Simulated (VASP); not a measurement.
# Cr: single point with BLYP

Cr:

```
Cr
1.0
     4.23246    0.00000    0.00000
    -2.11623    3.66542    0.00000
     0.00000    0.00000    2.27523
Cr
3
Direct
  0.00000 0.00000 0.00000
  0.33333 0.66667 0.50000
  0.66667 0.33333 0.50000
```

This isn't the form of Cr at room conditions, which is bcc.

```
Program                : VASP 6.6.1
Task                   : single point
Functional             : BLYP
Potentials or basis    : VASP PAW PBE potentials, release 64 (Cr_pv)
Cutoff                 : 520 eV
k mesh                 : 10 × 10 × 15
Occupations            : fermi-dirac, width 0.1 eV
Spin                   : no spin polarisation
Dipole correction      : no
Further INCAR settings : ALGO = Normal; EDIFF = 1e-06; NBANDS = 25
```

| Item | Value |
| --- | --- |
| Pressure | 9.6 GPa |
| Band gap on the k mesh | zero (bands 18 and 19 overlap by 1.04 eV) |

Stress tensor (GPa, compression positive):
```
 9.01  0.00  0.00
 0.00  9.01  0.00
 0.00  0.00 10.88
```

Levels at points of the mesh, in eV from the Fermi level:
| k point | band 14 | band 15 | band 16 | band 17 | band 18 | band 19 | band 20 | band 21 | band 22 | band 23 |
| --- | --- | --- | --- | --- | --- | --- | --- | --- | --- | --- |
| (0.00, 0.00, 0.00) | -2.08 | -2.01 | -2.01 | -1.93 | -0.38 | -0.38 | 1.35 | 1.35 | 1.41 | 1.41 |
| (0.50, 0.00, 0.00) | -2.49 | -1.98 | -1.87 | -1.64 | 0.66 | 0.80 | 1.31 | 1.48 | 1.55 | 1.73 |

Wall time 58 s on 1 thread of Intel(R) Xeon(R) 6975P-C (Granite Rapids) (shared host), peak memory 0.18 GiB.

Caveat: the cell stands under pressure; the PAW data sets were made with another functional, which shifts forces and pressure a little; the run has no spin polarisation, though such a crystal can be magnetic. Spin polarisation is off, so any magnetic state and its effect on volume and gap are missing.
